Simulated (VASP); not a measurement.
Write the native input for VASP 6.6.1 that does the following.

```yaml
Task: electric field gradients
Functional: PBE
Potentials_or_basis: VASP PAW PBE potentials, release 64 (Ag, Cl)
Cutoff: 520 eV
k_mesh: 9 × 9 × 9
Occupations: fermi-dirac, width 0.01 eV
Spin: no spin polarisation
Dipole_correction: no
Further_INCAR_settings: ALGO = Normal; EDIFF = 1e-08; NBANDS = 16
```

The structure of AgCl lies in POSCAR:

```
AgCl
1.0
    3.4339730000      0.0171698650      0.0171698650
    0.0171698650      3.4339730000      0.0171698650
    0.0171698650      0.0171698650      3.4339730000
Ag Cl
1 1
Direct
    0.0000000000      0.0000000000      0.0000000000
    0.5000000000      0.5000000000      0.5000000000
```

This cell differs from its parent crystal: equal xy, yz and zx shear strains of +1 %.

The input as run:

INCAR

```
  PREC = Accurate
  ENCUT = 520
  EDIFF = 1E-8
  ISMEAR = -1
  SIGMA = 0.01
  LREAL = F
  LASPH = T
  NELM = 100
  ALGO = Normal
  ISIF = 2
  LWAVE = F
  LCHARG = F
  GGA = PE
  LEFG = T
  NBANDS = 16
```

KPOINTS

```
Automatic mesh
0
Gamma
  9 9 9
```

Potentials or basis: VASP PAW PBE potentials, release 64 (Ag, Cl).

Launch:

```console
$ cat potpaw_PBE.64/Ag/POTCAR potpaw_PBE.64/Cl/POTCAR > POTCAR
$ mpirun -np 1 vasp_std > vasp.out
```

It gave:

| Item | Value |
| --- | --- |
| Pressure | -0.2 GPa |
| Band gap on the k mesh | 0.58 eV (least direct gap 2.03 eV) |
| Largest electric field gradient by atom | Ag +4.2; Cl -6.7 V/Å² |

Caveat: the cell differs from its parent crystal (equal xy, yz and zx shear strains of +1 %); semilocal functionals underestimate gaps, and a narrow one can read as zero; without QUAD_EFG the Cq values of the log hold for a quadrupole moment of 1 mb, not for the nuclei.

It took 40 s on 1 thread of AMD EPYC 7R13 Processor (Zen 3) (shared host), peak memory 0.16 GiB.
